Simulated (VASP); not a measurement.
Runs of VASP 6.6.1 on PbAuCl3. The structure is that of space group P6/mmm (No. 191), or close to it. The cells are those of the table. The cell was generated, and may not be a known phase.

```tsv
task	spin	cell	k mesh	cutoff (eV)	gap on the mesh (eV)	pressure (GPa)	moment (μB)
relaxation of cell and atoms	off	relaxed from a = 4.985, b = 4.985, c = 6.175 Å, angles 90.0, 90.0, 120.0°, 5 atoms	6 × 6 × 4	600	none	-0.1	-
single point	off	a = 6.033, b = 6.033, c = 5.335 Å, angles 90.0, 90.0, 120.0°, 5 atoms	6 × 6 × 4	520	none	0.2	-
single point	collinear	a = 6.033, b = 6.033, c = 5.335 Å, angles 90.0, 90.0, 120.0°, 5 atoms	3 × 3 × 4	520	none	0.5	1.24
single point	off	a = 4.985, b = 4.985, c = 6.175 Å, angles 90.0, 90.0, 120.0°, 5 atoms	6 × 6 × 4	520	none	16.3	-
single point	collinear	a = 4.985, b = 4.985, c = 6.175 Å, angles 90.0, 90.0, 120.0°, 5 atoms	6 × 6 × 4	520	none	16.3	(a)
```

Alike in all rows: level PBE; potentials or basis VASP PAW PBE potentials, release 64 (Pb_d, Au, Cl); smearing gaussian 0.1 eV.

**Question.** Fill in the values left out.

**Answer.** (a) 0.01.

Caveats: some runs use coarse meshes; spin-orbit coupling is left out, which moves the levels of the heavy elements; the stress differs along the axes, from -2 to 25 GPa (at least some runs); a moment this small can come from the mesh or the smearing (at least some runs).

A k mesh can miss the band edges, and the runs leave out spin-orbit coupling on Au, Pb.

A gap of «none» marks levels without a gap at the run's occupations.
